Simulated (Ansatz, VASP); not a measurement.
**Bi: VASP beside Ansatz**

```
Bi
1.0
    -1.77822    2.07214    2.02805
     1.77822   -2.07214    2.02805
     1.77822    2.07214   -2.02805
Bi
1
Direct
  0.00000 0.00000 0.00000
```

Change from the starting cell: strain +e along x and -e along y -0.0750, strain +e along z and -e/2 along x and y +0.0350.

Alike in both runs: task single point; functional PBE; dispersion D3(BJ); k mesh 16 × 16 × 16; occupations gaussian, width 0.15 eV; no spin polarisation.

|  | VASP | Ansatz |
| --- | --- | --- |
| version | VASP 6.6.1 | Ansatz 0.2.0 |
| potentials or method | VASP PAW PBE potentials, release 64 (Bi_d), cutoff 520 eV | scalar-relativistic, plane waves, PAW |
| valence electrons in the cell | 15 | 15 |

|  | VASP | Ansatz | Ansatz less VASP |
| --- | --- | --- | --- |
| gap on the k mesh at the Fermi level (eV) | none | none | - |
| pressure (GPa) | 0.8 | 0.9 | +0.06 |
| traceless stress, the component that is largest in VASP (GPa) | -0.41 | -0.41 | -0.004 |

A gap of «none» marks a metal or a gap that the smearing closes.

Spin-orbit coupling is off throughout.
